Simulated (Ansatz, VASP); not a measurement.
## Hg in VASP and in Ansatz

File INCAR:

```
SYSTEM = Hg
  PREC = Accurate
  ENCUT = 520
  EDIFF = 1E-6
  ISMEAR = 0
  SIGMA = 0.15
  LREAL = .FALSE.
  LASPH = .TRUE.
  NELM = 100
  ALGO = Fast
  ISIF = 2
  LWAVE = .FALSE.
  LCHARG = .TRUE.
  GGA = PE
  IVDW = 12
  LELF = .TRUE.
  LVHAR = .TRUE.
  NBANDS = 19
```

File KPOINTS:

```
Automatic mesh
0
G
  15 15 8
  0 0 0
```

File POSCAR:

```
Hg
1.0
    3.2963000000      0.0000000000      0.0000000000
   -1.6481500000      2.8546795385      0.0000000000
    0.0000000000      0.0000000000      5.7619000000
Hg
2
Direct
    0.6666666667      0.3333333333      0.7500000000
    0.3333333333      0.6666666667      0.2500000000
```

Input for Ansatz:

```yaml
crystal:
  lattice:
    - [3.2963, 0.0, 0.0]
    - [-1.64815, 2.8546795385, 0.0]
    - [0.0, 0.0, 5.7619]
  atoms:
    - { symbol: Hg, position: [0.6666666667, 0.3333333333, 0.75] }
    - { symbol: Hg, position: [0.3333333333, 0.6666666667, 0.25] }
basis:
  ecutwfc: 420
kpoints:
  mp_grid: { grid: [15, 15, 8] }
hamiltonian:
  xc: pbe
  dispersion: d3bj
scf:
  occupations: { method: gaussian, width: 0.15 }
output:
  forces: true
  stress: true
  eigenvalues: true
```

Alike in both runs: task single point; functional PBE; dispersion D3(BJ); k mesh 15 × 15 × 8; occupations gaussian, width 0.15 eV; no spin polarisation.

|  | VASP | Ansatz |
| --- | --- | --- |
| version | VASP 6.6.1 | Ansatz 0.2.0 |
| potentials or method | VASP PAW PBE potentials, release 64 (Hg), cutoff 520 eV | scalar-relativistic, plane waves, PAW |
| valence electrons in the cell | 24 | 40 |

|  | VASP | Ansatz | Ansatz less VASP |
| --- | --- | --- | --- |
| gap on the k mesh at the Fermi level (eV) | none | none | - |
| pressure (GPa) | -0.5 | -0.7 | -0.16 |
| traceless stress, the component that is largest in VASP (GPa) | -1.09 | -1.05 | +0.049 |

A gap of «none» marks a metal or a gap that the smearing closes. VASP's potentials hold 24 valence electrons a cell and Ansatz's 40, so a difference there can come from the potentials and not from the codes.

Spin-orbit coupling is off throughout.
